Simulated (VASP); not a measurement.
# Al3GaN4 (P-43m) in VASP: notebook

The runs below take Al3GaN4 through single point, with PBEsol.

Program: VASP 6.6.1. These are calculated values, not measurements. Logs are shortened: lines on timing, memory, paths and dates and some standing lists are left out, and cuts for length are marked.

**1. The cell of the first run**

The structure is cubic, space group P-43m (No. 215). The conventional cell has a = 4.495 Å, b = 4.495 Å, c = 4.495 Å, α = 90.00°, β = 90.00°, γ = 90.00°. Within 2.6 Å of Al (site symmetry -42m) lie 4 N at 1.93 Å. Within 2.6 Å of Ga (site symmetry -43m) lie 4 N at 1.99 Å. Within 2.6 Å of N (site symmetry 3m) lie 3 Al at 1.93 Å and 1 Ga at 1.99 Å.

**2. Single point, PBEsol**

INCAR reads:

```
PREC     = Accurate       # precision mode
ENCUT    = 520            # plane-wave cutoff, eV
EDIFF    = 1E-6           # SCF threshold, eV
ISMEAR   = 0              # smearing method
SIGMA    = 0.05           # smearing width, eV
LREAL    = False          # projectors in reciprocal space
LASPH    = True           # aspherical terms in the spheres
NELM     = 100            # most SCF steps
ALGO     = Normal         # electronic algorithm
ISIF     = 2              # what is computed and relaxed
LWAVE    = False          # write WAVECAR
LCHARG   = False          # write CHGCAR
GGA      = PS             # functional
NBANDS   = 31             # bands
```

KPOINTS reads:

```
Automatic mesh
0
Gamma
  6 6 6
```

POSCAR reads:

```
Al3GaN4
1.0
    4.4952608103      0.0000000000      0.0000000000
    0.0000000000      4.4952608103      0.0000000000
    0.0000000000      0.0000000000      4.4952608103
Al Ga N
3 1 4
Direct
    0.5000000000      0.5000000000      0.0000000000
    0.5000000000      0.0000000000      0.5000000000
    0.0000000000      0.5000000000      0.5000000000
    0.0000000000      0.0000000000      0.0000000000
    0.7447140287      0.7447140287      0.2552859713
    0.7447140287      0.2552859713      0.7447140287
    0.2552859713      0.7447140287      0.7447140287
    0.2552859713      0.2552859713      0.2552859713
```

Potentials or basis: VASP PAW PBE potentials, release 64 (Al, Ga_d, N).

Started as:

```
$ cat potpaw_PBE.64/Al/POTCAR potpaw_PBE.64/Ga_d/POTCAR potpaw_PBE.64/N/POTCAR > POTCAR
$ mpirun -np 1 vasp_std > vasp.out
```

OUTCAR:

```text
PREC = Accurate
   ENCUT = 520
   EDIFF = 1E-6
   ISMEAR = 0
   LREAL = False
   LASPH = True
   NELM = 100
   ISIF = 2
   GGA = PS

 ion  position               nearest neighbor table
   1  0.500  0.500  0.000-   5 1.93   6 1.93   7 1.93   8 1.93   2 3.18   3 3.18   2 3.18   3 3.18
                             2 3.18   2 3.18   3 3.18   3 3.18
   2  0.500  0.000  0.500-   5 1.93   6 1.93   7 1.93   8 1.93   1 3.18   3 3.18   1 3.18   1 3.18
                             3 3.18   1 3.18   3 3.18   3 3.18
   3  0.000  0.500  0.500-   5 1.93   6 1.93   7 1.93   8 1.93   1 3.18   2 3.18   1 3.18   2 3.18
                             1 3.18   2 3.18   1 3.18   2 3.18
   4  0.000  0.000  0.000-   5 1.99   6 1.99   7 1.99   8 1.99
   5  0.745  0.745  0.255-   1 1.93   2 1.93   3 1.93   4 1.99
   6  0.745  0.255  0.745-   1 1.93   2 1.93   3 1.93   4 1.99
   7  0.255  0.745  0.745-   1 1.93   2 1.93   3 1.93   4 1.99
   8  0.255  0.255  0.255-   1 1.93   2 1.93   3 1.93   4 1.99

  LATTYP: Found a simple cubic cell.
 ALAT       =     4.4952608103

  Lattice vectors:

 A1 = (   4.4952608103,   0.0000000000,   0.0000000000)
 A2 = (   0.0000000000,   4.4952608103,   0.0000000000)
 A3 = (   0.0000000000,   0.0000000000,   4.4952608103)

Analysis of symmetry for initial positions (statically):
=====================================================================
 Subroutine PRICEL returns:
 Original cell was already a primitive cell.

 Routine SETGRP: Setting up the symmetry group for a
 simple cubic supercell.

 Subroutine GETGRP returns: Found 24 space group operations
 (whereof 24 operations were pure point group operations)
 out of a pool of 48 trial point group operations.

The static configuration has the point symmetry T_d .

Analysis of symmetry for dynamics (positions and initial velocities):
=====================================================================
 Subroutine PRICEL returns:
 Original cell was already a primitive cell.

 Routine SETGRP: Setting up the symmetry group for a
 simple cubic supercell.

 Subroutine GETGRP returns: Found 24 space group operations
 (whereof 24 operations were pure point group operations)
 out of a pool of 48 trial point group operations.

The dynamic configuration has the point symmetry T_d .

 Subroutine INISYM returns: Found 24 space group operations
 (whereof 24 operations are pure point group operations),
 and found     1 'primitive' translations

----------------------------------------------------------------------------------------

                                     Primitive cell

  volume of cell :      90.8374

  direct lattice vectors                    reciprocal lattice vectors
     4.495260810  0.000000000  0.000000000     0.222456503  0.000000000  0.000000000
     0.000000000  4.495260810  0.000000000     0.000000000  0.222456503  0.000000000
     0.000000000  0.000000000  4.495260810     0.000000000  0.000000000  0.222456503

  length of vectors
     4.495260810  4.495260810  4.495260810     0.222456503  0.222456503  0.222456503

  position of ions in fractional coordinates (direct lattice)
     0.500000000  0.500000000  0.000000000
     0.500000000  0.000000000  0.500000000
     0.000000000  0.500000000  0.500000000
     0.000000000  0.000000000  0.000000000
     0.744714029  0.744714029  0.255285971
     0.744714029  0.255285971  0.744714029
     0.255285971  0.744714029  0.744714029
     0.255285971  0.255285971  0.255285971

  ion indices of the primitive-cell ions
   primitive index   ion index
                 1           1
                 2           2
                 3           3
                 4           4
                 5           5
                 6           6
                 7           7
                 8           8

----------------------------------------------------------------------------------------

 KPOINTS: Automatic mesh

Automatic generation of k-mesh.
 Grid dimensions read from file:
 generate k-points for:    6    6    6

 Generating k-lattice:

  Cartesian coordinates                     Fractional coordinates (reciprocal lattice)
     0.037076084  0.000000000  0.000000000     0.166666667  0.000000000  0.000000000
     0.000000000  0.037076084  0.000000000     0.000000000  0.166666667  0.000000000
     0.000000000  0.000000000  0.037076084     0.000000000  0.000000000  0.166666667

  Length of vectors
     0.037076084  0.037076084  0.037076084

  Shift w.r.t. Gamma in fractional coordinates (k-lattice)
     0.000000000  0.000000000  0.000000000

 Subroutine IBZKPT returns following result:
 ===========================================

 Found     20 irreducible k-points:

 Following reciprocal coordinates:
            Coordinates               Weight
  0.000000  0.000000  0.000000      1.000000
  0.166667  0.000000  0.000000      6.000000
  0.333333  0.000000  0.000000      6.000000
  0.500000  0.000000  0.000000      3.000000
  0.166667  0.166667  0.000000     12.000000
  0.333333  0.166667  0.000000     24.000000
[... 12 lines left out ...]
  0.500000  0.500000  0.333333      6.000000
  0.500000  0.500000  0.500000      1.000000
   k-points           NKPTS =     20   k-points in BZ     NKDIM =     20   number of bands    NBANDS=     31
   number of dos      NEDOS =    301   number of ions     NIONS =      8
   total plane-waves  NPLWV =  46656
   dimension x,y,z NGX =    36 NGY =   36 NGZ =   36
   dimension x,y,z NGXF=    72 NGYF=   72 NGZF=   72
   ions per type =               3   1   4
   NGX,Y,Z   is equivalent  to a cutoff of  13.31, 13.31, 13.31 a.u.
   NGXF,Y,Z  is equivalent  to a cutoff of  26.63, 26.63, 26.63 a.u.
 SYSTEM =  unknown system
   PREC   = accura    normal or accurate (medium, high low for compatibility)
   ISTART =      0    job   : 0-new  1-cont  2-samecut
   ICHARG =      2    charge: 1-file 2-atom 10-const
   ISPIN  =      1    spin polarized calculation?
   LNONCOLLINEAR =      F non collinear calculations
   LSORBIT =      F    spin-orbit coupling
   LASPH  =      T    aspherical Exc in radial PAW
   ENCUT  =  520.0 eV  38.22 Ry    6.18 a.u.   8.36  8.36  8.36*2*pi/ulx,y,z
   NELM   =    100;   NELMIN=  2; NELMDL= -5     # of ELM steps
   EDIFF  = 0.1E-05   stopping-criterion for ELM
   LREAL  =      F    real-space projection
   EDIFFG = 0.1E-04   stopping-criterion for IOM
   NSW    =      0    number of steps for IOM
   IBRION =     -1    ionic relax: 0-MD 1-quasi-New 2-CG
   NFREE  =      0    steps in history (QN), initial steepest desc. (CG)
   ISIF   =      2    stress and relaxation
   ISYM   =      2    0-nonsym 1-usesym 2-fastsym
   POTIM  = 0.5000    time-step for ionic-motion
   TEBEG  =    0.0;   TEEND  =   0.0 temperature during run
   PSTRESS=    0.0 pullay stress
   NELECT =      42.0000    total number of electrons
   NUPDOWN=      -1.0000    fix difference up-down
   EMIN   =  10.00;   EMAX   =-10.00  energy-range for DOS
   EFERMI =   0.00;   METHOD = LEGACY
   ISMEAR =     0;   SIGMA  =   0.05  broadening in eV -4-tet -1-fermi 0-gaus
   EFERMI_NEDOS =   21; number of points for ismear=-14 and -15
   IALGO  =     38    algorithm
   IMIX   =      4    mixing-type and parameters
     AMIX     =   0.40;   BMIX     =  1.00
     AMIX_MAG =   1.60;   BMIX_MAG =  1.00
  volume/ion in A,a.u.               =      11.35        76.63
  Fermi-wavevector in a.u.,A,eV,Ry     =   1.265911  2.392224 21.803739  1.602530
  Thomas-Fermi vector in A             =   2.399139
   LORBIT       =      0    0 simple, 1 ext, 2 COOP (PROOUT), +10 PAW based schemes
   GGA     = PS    functional components
   LHFCALC =     F    Hartree Fock is set to
   AEXX    =    0.0000 exact exchange contribution
   IVDW    =     0    specifies the selected vdW correction
   LEPSILON=     F    determine dielectric tensor
   LRPA    =     F    only Hartree local field effects (RPA)
 non-spin polarized calculation
 Gauss-broadening in eV      SIGMA  =   0.05
  energy-cutoff  :      520.00
  volume of cell :       90.84
 maximum number of plane-waves:      2469
 NGX is ok and might be reduce to    36
   NGX = 17   NGY = 17   NGZ = 17

 number of electron      41.9999996 magnetization

 Free energy of the ion-electron system (eV)
  ---------------------------------------------------
  ext. energy  EPLUGINS =         0.00000000
  ---------------------------------------------------
  free energy    TOTEN  =       -59.77267917 eV

  energy without entropy =      -59.77267917  energy(sigma->0) =      -59.77267917

 E-fermi :   5.3162     XC(G=0): -11.0554

 val. band max:        5.0583549710   @ k =   0.0000   0.0000   0.0000
 cond. band min:       8.0204557875   @ k =   0.0000   0.0000   0.0000
 fundamental gap:      2.9621008165
 Fermi energy:         5.3161973040

 k-point     1 :       0.0000    0.0000    0.0000
  band No.  band energies     occupation
      1      -9.7250      2.00000
      2      -8.2506      2.00000
      3      -8.2506      2.00000
      4      -8.2506      2.00000
      5      -7.6098      2.00000
      6      -7.6098      2.00000
[... 23 lines left out ...]
     30      16.3706      0.00000
     31      16.3706      0.00000

 k-point     2 :       0.1667    0.0000    0.0000
  band No.  band energies     occupation
      1      -9.6076      2.00000
      2      -8.2866      2.00000
      3      -8.2571      2.00000
      4      -8.2571      2.00000
      5      -7.6088      2.00000
      6      -7.6060      2.00000
[... 23 lines left out ...]
     30      16.5535      0.00000
     31      16.5535      0.00000

 k-point     3 :       0.3333    0.0000    0.0000
  band No.  band energies     occupation
      1      -9.2829      2.00000
      2      -8.4391      2.00000
      3      -8.2697      2.00000
      4      -8.2697      2.00000
      5      -7.6067      2.00000
      6      -7.5950      2.00000
[... 567 lines left out ...]
     30      15.5646      0.00000
     31      15.5887      0.00000

 k-point    20 :       0.5000    0.5000    0.5000
  band No.  band energies     occupation
      1      -8.5350      2.00000
      2      -8.5350      2.00000
      3      -8.5350      2.00000
      4      -7.9336      2.00000
      5      -7.5812      2.00000
      6      -7.5812      2.00000
[... 23 lines left out ...]
     30      15.3641      0.00000
     31      15.3954      0.00000

------------------------ aborting loop because EDIFF is reached ----------------------------------------

  FORCE on cell =-STRESS in cart. coord.  units (eV):
  Direction    XX          YY          ZZ          XY          YZ          ZX
  --------------------------------------------------------------------------------------
  -------------------------------------------------------------------------------------
  Total       -5.9628759     -5.9628759     -5.9628759      0.0000000      0.0000000     -0.0000000
  in kB     -105.1723731   -105.1723731   -105.1723731      0.0000000      0.0000000     -0.0000000
  external PRESSURE =    -105.1723731 kB  Pullay stress =       0.0000000 kB

 VOLUME and BASIS-vectors are now :
 -----------------------------------------------------------------------------
  energy-cutoff  :      520.00
  volume of cell :       90.84
      direct lattice vectors                 reciprocal lattice vectors
     4.495260810  0.000000000  0.000000000     0.222456503  0.000000000  0.000000000
     0.000000000  4.495260810  0.000000000     0.000000000  0.222456503  0.000000000
     0.000000000  0.000000000  4.495260810     0.000000000  0.000000000  0.222456503

 POSITION                                       TOTAL-FORCE (eV/Angst)
 -----------------------------------------------------------------------------------
      2.24763      2.24763      0.00000         0.000000      0.000000     -0.000000
      2.24763      0.00000      2.24763        -0.000000      0.000000     -0.000000
      0.00000      2.24763      2.24763        -0.000000      0.000000     -0.000000
      0.00000      0.00000      0.00000        -0.000000      0.000000     -0.000000
      3.34768      3.34768      1.14758         0.002812      0.002812     -0.002812
      3.34768      1.14758      3.34768         0.002812     -0.002812      0.002812
      1.14758      3.34768      3.34768        -0.002812      0.002812      0.002812
      1.14758      1.14758      1.14758        -0.002812     -0.002812     -0.002812
 -----------------------------------------------------------------------------------
    total drift:                                0.000000      0.000000      0.000000

  FREE ENERGIE OF THE ION-ELECTRON SYSTEM (eV)
  ---------------------------------------------------
  free  energy   TOTEN  =       -59.7726791691 eV

  energy  without entropy=      -59.7726791691  energy(sigma->0) =      -59.77267917
```

It took 46 s on 1 thread of Intel Xeon 6975P-C, shared host; peak memory 0.22 GiB.

What came out:

```yaml
Free_energy: -59.7727 eV
Pressure: -10.5 GPa
Largest_force: 0.005 eV/Å
Band_gap_on_the_k_mesh: 2.96 eV, direct
```

Forces in eV/Å, atoms in the order of the input:
```
Al   0.000  0.000  0.000
Al   0.000  0.000  0.000
Al   0.000  0.000  0.000
Ga   0.000  0.000  0.000
N    0.003  0.003 -0.003
N    0.003 -0.003  0.003
N   -0.003  0.003  0.003
N   -0.003 -0.003 -0.003
```

Levels at points of the mesh, in eV from the valence-band top:
```tsv
k point	band 17	band 18	band 19	band 20	band 21	band 22	band 23	band 24	band 25	band 26
(0.00, 0.00, 0.00)	-1.89	-1.89	0.00	0.00	0.00	2.96	3.27	3.27	3.27	6.55
(0.50, 0.00, 0.00)	-2.62	-1.15	-1.15	-0.91	-0.91	5.24	5.28	5.91	5.91	7.91
(0.50, 0.50, 0.00)	-2.47	-0.80	-0.54	-0.52	-0.52	6.76	7.23	7.23	7.50	7.65
(0.50, 0.50, 0.50)	-0.59	-0.59	-0.38	-0.38	-0.38	4.96	6.42	6.42	6.42	9.02
```

Caveat: the PAW data sets were made with another functional, which shifts forces and pressure a little. As with any semilocal functional, this PBEsol gap is likely too small.

**3. Single point, PBEsol**

This run uses another cell than the first one, of 11.69 Å³/atom, 1.030 times its volume.

INCAR reads:

```
SYSTEM = Al3GaN4
PREC = Accurate ; ENCUT = 520
EDIFF = 1E-7 ; ISMEAR = 0
SIGMA = 0.05 ; LREAL = .False.
LASPH = .True. ; NELM = 60
ALGO = Normal ; ISIF = 2
LWAVE = .False. ; LCHARG = .False.
GGA = PS ; NBANDS = 31
```

KPOINTS reads:

```
Automatic mesh
0
Gamma
  6 6 6
  0 0 0
```

Edit POSCAR of step 2 so:

```diff
@@ -2,5 +2,5 @@
 1.0
-    4.4952608103      0.0000000000      0.0000000000
-    0.0000000000      4.4952608103      0.0000000000
-    0.0000000000      0.0000000000      4.4952608103
+    4.5393319947      0.0000000000      0.0000000000
+    0.0000000000      4.5393319947      0.0000000000
+    0.0000000000      0.0000000000      4.5393319947
 Al Ga N
```

Potentials or basis: VASP PAW PBE potentials, release 64 (Al, Ga_d, N).

Started as:

```
$ cat potpaw_PBE.64/Al/POTCAR potpaw_PBE.64/Ga_d/POTCAR potpaw_PBE.64/N/POTCAR > POTCAR
$ mpirun -np 1 vasp_std > vasp.out
```

Wall time 62 s (1 thread of Intel Xeon 6975P-C, shared host); peak memory 0.23 GiB.

Results (log left out):

```yaml
Free_energy: -59.5607 eV
Pressure: -14.7 GPa
Band_gap_on_the_k_mesh: 2.74 eV, direct
```

Levels at points of the mesh, in eV from the valence-band top:
```csv
k point,band 17,band 18,band 19,band 20,band 21,band 22,band 23,band 24,band 25,band 26
"(0.00, 0.00, 0.00)",-1.85,-1.85,0.00,0.00,0.00,2.74,3.25,3.25,3.25,6.36
"(0.50, 0.00, 0.00)",-2.61,-1.12,-1.12,-0.89,-0.89,5.10,5.13,5.84,5.84,7.66
"(0.50, 0.50, 0.00)",-2.43,-0.78,-0.54,-0.51,-0.51,6.49,7.10,7.10,7.39,7.52
"(0.50, 0.50, 0.50)",-0.58,-0.58,-0.38,-0.38,-0.38,4.72,6.19,6.19,6.19,8.85
```

Caveat: the PAW data sets were made with another functional, which shifts forces and pressure a little.
